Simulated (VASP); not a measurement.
# KZn (Fd-3m) in VASP: single point with r2SCAN

Aim: the single point of KZn with r2SCAN.

Everything below comes from runs of VASP 6.6.1. Logs are shortened: lines on timing, memory, paths and dates and some standing lists are left out, and cuts for length are marked.

### Step 1. The cell of the first run

It takes space group Fd-3m (No. 227, cubic). Conventional cell: a = 7.886 Å, b = 7.886 Å, c = 7.886 Å, α = 90.00°, β = 90.00°, γ = 90.00°. K (site symmetry -43m) has 4 K at 3.41 Å and 10 Zn at 3.41 to 3.94 Å within 4.5 Å. Within 4.5 Å of Zn (site symmetry -43m) lie 10 K at 3.41 to 3.94 Å and 4 Zn at 3.41 Å.

### Step 2. Single point, r2SCAN

Input file POSCAR:

```
KZn
1.0
    0.0000000000      3.9428280000      3.9428280000
    3.9428280000      0.0000000000      3.9428280000
    3.9428280000      3.9428280000      0.0000000000
K Zn
2 2
Direct
    0.0000000000      0.0000000000      0.0000000000
    0.2500000000      0.2500000000      0.2500000000
    0.5000000000      0.5000000000      0.5000000000
    0.7500000000      0.7500000000      0.7500000000
```

Input file INCAR.step1:

```
SYSTEM = KZn
PREC = Accurate
ENCUT = 520
ISMEAR = -1
SIGMA = 0.0172
LREAL = .FALSE.
LASPH = .TRUE.
NELM = 100
NBANDS = 29
GGA = PE
ALGO = Normal
EDIFF = 1E-4
LWAVE = .TRUE.
LCHARG = .FALSE.
```

Input file INCAR.step2:

```
SYSTEM = KZn
PREC = Accurate
ENCUT = 520
EDIFF = 1E-6
ISMEAR = -1
SIGMA = 0.0172
LREAL = .FALSE.
LASPH = .TRUE.
NELM = 100
ALGO = Normal
ISIF = 2
LWAVE = .FALSE.
LCHARG = .FALSE.
METAGGA = R2SCAN
LMIXTAU = .TRUE.
NBANDS = 29
ISTART = 1
```

Input file KPOINTS:

```
Automatic mesh
0
G
  8 8 8
  0 0 0
```

Potentials or basis: VASP PAW PBE potentials, release 64 (K_sv, Zn).

Run with:

```
cat potpaw_PBE.64/K_sv/POTCAR potpaw_PBE.64/Zn/POTCAR > POTCAR
cp INCAR.step1 INCAR
mpirun -np 1 vasp_std > vasp.out
cp INCAR.step2 INCAR
mpirun -np 1 vasp_std > vasp.out
```

OUTCAR:

```text
SYSTEM = KZn
   PREC = Accurate
   ENCUT = 520
   EDIFF = 1E-6
   ISMEAR = -1
   LREAL = .FALSE.
   LASPH = .TRUE.
   NELM = 100
   ISIF = 2
   METAGGA = R2SCAN
   ISTART = 1

 ion  position               nearest neighbor table
   1  0.000  0.000  0.000-   4 3.41   4 3.41   4 3.41   2 3.41   4 3.41   2 3.41   2 3.41   2 3.41

   2  0.250  0.250  0.250-   1 3.41   1 3.41   1 3.41   1 3.41   3 3.41   3 3.41   3 3.41   3 3.41

   3  0.500  0.500  0.500-   2 3.41   2 3.41   2 3.41   2 3.41
   4  0.750  0.750  0.750-   1 3.41   1 3.41   1 3.41   1 3.41

  LATTYP: Found a face centered cubic cell.
 ALAT       =     7.8856560000

  Lattice vectors:

 A1 = (   0.0000000000,   3.9428280000,   3.9428280000)
 A2 = (   3.9428280000,   0.0000000000,   3.9428280000)
 A3 = (   3.9428280000,   3.9428280000,   0.0000000000)

Analysis of symmetry for initial positions (statically):
=====================================================================
 Subroutine PRICEL returns:
 Original cell was already a primitive cell.

 Routine SETGRP: Setting up the symmetry group for a
 face centered cubic supercell.

 Subroutine GETGRP returns: Found 48 space group operations
 (whereof 24 operations were pure point group operations)
 out of a pool of 48 trial point group operations.

The static configuration has the point symmetry T_d .
 The point group associated with its full space group is O_h .

Analysis of symmetry for dynamics (positions and initial velocities):
=====================================================================
 Subroutine PRICEL returns:
 Original cell was already a primitive cell.

 Routine SETGRP: Setting up the symmetry group for a
 face centered cubic supercell.

 Subroutine GETGRP returns: Found 48 space group operations
 (whereof 24 operations were pure point group operations)
 out of a pool of 48 trial point group operations.

The dynamic configuration has the point symmetry T_d .
 The point group associated with its full space group is O_h .

 Subroutine INISYM returns: Found 48 space group operations
 (whereof 24 operations are pure point group operations),
 and found     1 'primitive' translations

----------------------------------------------------------------------------------------

                                     Primitive cell

  volume of cell :     122.5896

  direct lattice vectors                    reciprocal lattice vectors
     0.000000000  3.942828000  3.942828000    -0.126812532  0.126812532  0.126812532
     3.942828000  0.000000000  3.942828000     0.126812532 -0.126812532  0.126812532
     3.942828000  3.942828000  0.000000000     0.126812532  0.126812532 -0.126812532

  length of vectors
     5.576000832  5.576000832  5.576000832     0.219645748  0.219645748  0.219645748

  position of ions in fractional coordinates (direct lattice)
     0.000000000  0.000000000  0.000000000
     0.250000000  0.250000000  0.250000000
     0.500000000  0.500000000  0.500000000
     0.750000000  0.750000000  0.750000000

  ion indices of the primitive-cell ions
   primitive index   ion index
                 1           1
                 2           2
                 3           3
                 4           4

----------------------------------------------------------------------------------------

 KPOINTS: Automatic mesh

Automatic generation of k-mesh.
 Grid dimensions read from file:
 generate k-points for:    8    8    8

 Generating k-lattice:

  Cartesian coordinates                     Fractional coordinates (reciprocal lattice)
    -0.015851566  0.015851566  0.015851566     0.125000000  0.000000000  0.000000000
     0.015851566 -0.015851566  0.015851566     0.000000000  0.125000000  0.000000000
     0.015851566  0.015851566 -0.015851566     0.000000000  0.000000000  0.125000000

  Length of vectors
     0.027455718  0.027455718  0.027455718

  Shift w.r.t. Gamma in fractional coordinates (k-lattice)
     0.000000000  0.000000000  0.000000000

 Subroutine IBZKPT returns following result:
 ===========================================

 Found     29 irreducible k-points:

 Following reciprocal coordinates:
            Coordinates               Weight
  0.000000  0.000000  0.000000      1.000000
  0.125000  0.000000  0.000000      8.000000
  0.250000  0.000000  0.000000      8.000000
  0.375000  0.000000  0.000000      8.000000
  0.500000  0.000000  0.000000      4.000000
  0.125000  0.125000  0.000000      6.000000
[... 16 lines left out ...]
  0.500000  0.250000  0.125000     48.000000
 -0.375000  0.250000  0.125000     24.000000
 [... further k-points ...]
   k-points           NKPTS =     29   k-points in BZ     NKDIM =     29   number of bands    NBANDS=     29
   number of dos      NEDOS =    301   number of ions     NIONS =      4
   total plane-waves  NPLWV =  74088
   dimension x,y,z NGX =    42 NGY =   42 NGZ =   42
   dimension x,y,z NGXF=    84 NGYF=   84 NGZF=   84
   ions per type =               2   2
   NGX,Y,Z   is equivalent  to a cutoff of  12.52, 12.52, 12.52 a.u.
   NGXF,Y,Z  is equivalent  to a cutoff of  25.04, 25.04, 25.04 a.u.
 SYSTEM =  KZn
   PREC   = accura    normal or accurate (medium, high low for compatibility)
   ISTART =      1    job   : 0-new  1-cont  2-samecut
   ICHARG =      0    charge: 1-file 2-atom 10-const
   ISPIN  =      1    spin polarized calculation?
   LNONCOLLINEAR =      F non collinear calculations
   LSORBIT =      F    spin-orbit coupling
   LASPH  =      T    aspherical Exc in radial PAW
   ENCUT  =  520.0 eV  38.22 Ry    6.18 a.u.  10.37 10.37 10.37*2*pi/ulx,y,z
   NELM   =    100;   NELMIN=  2; NELMDL=  0     # of ELM steps
   EDIFF  = 0.1E-05   stopping-criterion for ELM
   LREAL  =      F    real-space projection
   EDIFFG = 0.1E-04   stopping-criterion for IOM
   NSW    =      0    number of steps for IOM
   IBRION =     -1    ionic relax: 0-MD 1-quasi-New 2-CG
   NFREE  =      0    steps in history (QN), initial steepest desc. (CG)
   ISIF   =      2    stress and relaxation
   ISYM   =      2    0-nonsym 1-usesym 2-fastsym
   POTIM  = 0.5000    time-step for ionic-motion
   TEBEG  =    0.0;   TEEND  =   0.0 temperature during run
   PSTRESS=    0.0 pullay stress
   NELECT =      42.0000    total number of electrons
   NUPDOWN=      -1.0000    fix difference up-down
   EMIN   =  10.00;   EMAX   =-10.00  energy-range for DOS
   EFERMI =   0.00;   METHOD = LEGACY
   ISMEAR =    -1;   SIGMA  =   0.02  broadening in eV -4-tet -1-fermi 0-gaus
   EFERMI_NEDOS =   21; number of points for ismear=-14 and -15
   IALGO  =     38    algorithm
   IMIX   =      4    mixing-type and parameters
     AMIX     =   0.40;   BMIX     =  1.00
     AMIX_MAG =   1.60;   BMIX_MAG =  1.00
  volume/ion in A,a.u.               =      30.65       206.82
  Fermi-wavevector in a.u.,A,eV,Ry     =   1.145531  2.164739 17.854120  1.312241
  Thomas-Fermi vector in A             =   2.282219
   LORBIT       =      0    0 simple, 1 ext, 2 COOP (PROOUT), +10 PAW based schemes
   METAGGA = R2SCAN    functional components
   LHFCALC =     F    Hartree Fock is set to
   AEXX    =    0.0000 exact exchange contribution
   IVDW    =     0    specifies the selected vdW correction
   LEPSILON=     F    determine dielectric tensor
   LRPA    =     F    only Hartree local field effects (RPA)
 non-spin polarized calculation
  energy-cutoff  :      520.00
  volume of cell :      122.59
 maximum number of plane-waves:      3327
 NGX is ok and might be reduce to    42
   NGX = 21   NGY = 21   NGZ = 21

 number of electron      41.9999996 magnetization

 Free energy of the ion-electron system (eV)
  ---------------------------------------------------
  ext. energy  EPLUGINS =         0.00000000
  ---------------------------------------------------
  free energy    TOTEN  =       -28.67696257 eV

  energy without entropy =      -28.67489028  energy(sigma->0) =      -28.67592642

 E-fermi :   1.1199     XC(G=0):  -8.7329

 val. band max:        1.1078337908   @ k =  -0.2500   0.3750   0.1250
 cond. band min:       1.1454312262   @ k =   0.5000   0.3750   0.1250
 fundamental gap:      0.0375974354
 Fermi energy:         1.1198556282

 k-point     1 :       0.0000    0.0000    0.0000
  band No.  band energies     occupation
      1     -32.1033      2.00000
      2     -31.9769      2.00000
      3     -14.9349      2.00000
      4     -14.9349      2.00000
      5     -14.9349      2.00000
      6     -14.6486      2.00000
[... 21 lines left out ...]
     28       4.4401      0.00000
     29       6.1882      0.00000

 k-point     2 :       0.1250    0.0000    0.0000
  band No.  band energies     occupation
      1     -32.0997      2.00000
      2     -31.9805      2.00000
      3     -14.9417      2.00000
      4     -14.9417      2.00000
      5     -14.9379      2.00000
      6     -14.6495      2.00000
[... 21 lines left out ...]
     28       4.6716      0.00000
     29       6.6460      0.00000

 k-point     3 :       0.2500    0.0000    0.0000
  band No.  band energies     occupation
      1     -32.0900      2.00000
      2     -31.9902      2.00000
      3     -14.9569      2.00000
      4     -14.9569      2.00000
      5     -14.9467      2.00000
      6     -14.6498      2.00000
[... 21 lines left out ...]
     28       5.1699      0.00000
     29       6.4475      0.00000

 k-point     4 :       0.3750    0.0000    0.0000
  band No.  band energies     occupation
      1     -32.0780      2.00000
      2     -32.0022      2.00000
      3     -14.9709      2.00000
      4     -14.9709      2.00000
      5     -14.9576      2.00000
      6     -14.6477      2.00000
[... 597 lines left out ...]
     28       5.5918      0.00000
     29       6.9470      0.00000

 k-point    23 :       0.5000    0.2500    0.1250
  band No.  band energies     occupation
      1     -32.0693      2.00000
      2     -32.0109      2.00000
      3     -15.0150      2.00000
      4     -14.9876      2.00000
      5     -14.8920      2.00000
      6     -14.7052      2.00000
[... 21 lines left out ...]
     28       6.0268      0.00000
     29       6.8278      0.00000

 k-point    24 :      -0.3750    0.2500    0.1250
  band No.  band energies     occupation
      1     -32.0624      2.00000
      2     -32.0178      2.00000
      3     -15.0229      2.00000
      4     -14.9932      2.00000
      5     -14.8865      2.00000
      6     -14.7106      2.00000
[... 21 lines left out ...]
     28       6.0985      0.00000
     29       6.7448      0.00000

 [... further k-points ...]

------------------------ aborting loop because EDIFF is reached ----------------------------------------

  FORCE on cell =-STRESS in cart. coord.  units (eV):
  Direction    XX          YY          ZZ          XY          YZ          ZX
  --------------------------------------------------------------------------------------
  -------------------------------------------------------------------------------------
  Total       -0.0908517     -0.0908517     -0.0908517     -0.0000000     -0.0000000     -0.0000000
  in kB       -1.1873815     -1.1873815     -1.1873815     -0.0000000     -0.0000000     -0.0000000
  external PRESSURE =      -1.1873815 kB  Pullay stress =       0.0000000 kB

 VOLUME and BASIS-vectors are now :
 -----------------------------------------------------------------------------
  energy-cutoff  :      520.00
  volume of cell :      122.59
      direct lattice vectors                 reciprocal lattice vectors
     0.000000000  3.942828000  3.942828000    -0.126812532  0.126812532  0.126812532
     3.942828000  0.000000000  3.942828000     0.126812532 -0.126812532  0.126812532
     3.942828000  3.942828000  0.000000000     0.126812532  0.126812532 -0.126812532

 POSITION                                       TOTAL-FORCE (eV/Angst)
 -----------------------------------------------------------------------------------
      0.00000      0.00000      0.00000        -0.000000     -0.000000     -0.000000
      1.97141      1.97141      1.97141        -0.000000      0.000000     -0.000000
      3.94283      3.94283      3.94283        -0.000000     -0.000000      0.000000
      5.91424      5.91424      5.91424         0.000000      0.000000      0.000000
 -----------------------------------------------------------------------------------
    total drift:                               -0.000000     -0.000000      0.000000

  FREE ENERGIE OF THE ION-ELECTRON SYSTEM (eV)
  ---------------------------------------------------
  free  energy   TOTEN  =       -28.6769625657 eV

  energy  without entropy=      -28.6748902842  energy(sigma->0) =      -28.67592642
```

It took 5.7 min on 1 thread of AMD EPYC 7R13 (Zen 3), shared host; peak memory 0.3 GiB.

What came out:

- Free energy: -28.6770 eV
- Pressure: -0.1 GPa
- Band gap on the k mesh: zero (bands 21 and 22 overlap by 1.69 eV)

Levels at points of the mesh, in eV from the Fermi level:
```csv
k point,band 18,band 19,band 20,band 21,band 22,band 23,band 24,band 25
"(0.00, 0.00, 0.00)",-7.20,-5.85,-0.09,1.18,1.18,1.18,2.19,2.19
"(0.50, 0.00, 0.00)",-7.19,-4.59,-3.12,0.27,0.27,0.85,3.10,3.10
"(0.50, 0.50, 0.00)",-7.19,-3.83,-3.82,0.10,0.10,1.35,1.35,4.96
```

Caveat: the PAW data sets were made with another functional, which shifts forces and pressure a little.
